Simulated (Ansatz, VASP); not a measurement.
# Two plane-wave programs on GaP

```
Ga P
1.0
     0.00000    2.55854    2.55854
     2.55854    0.00000    2.55854
     2.55854    2.55854    0.00000
Ga P
1 1
Direct
  0.00000 0.00000 0.00000
  0.50000 0.50000 0.50000
```

Alike in both runs: task single point; functional PBEsol; k mesh 6 × 6 × 6; occupations methfessel-paxton of order 1, width 0.5 eV; no spin polarisation.

|  | VASP | Ansatz |
| --- | --- | --- |
| version | VASP 6.6.1 | Ansatz 0.2.0 |
| potentials or method | VASP PAW PBE potentials, release 64 (Ga_d, P) | plane waves |
| plane-wave cutoff (eV) | 500 | 420 |
| valence electrons in the cell | 18 | 18 |

|  | VASP | Ansatz | Ansatz less VASP |
| --- | --- | --- | --- |
| pressure (GPa) | -1.5 | -1.6 | -0.07 |

VASP's potentials were made for PBE, not for PBEsol.
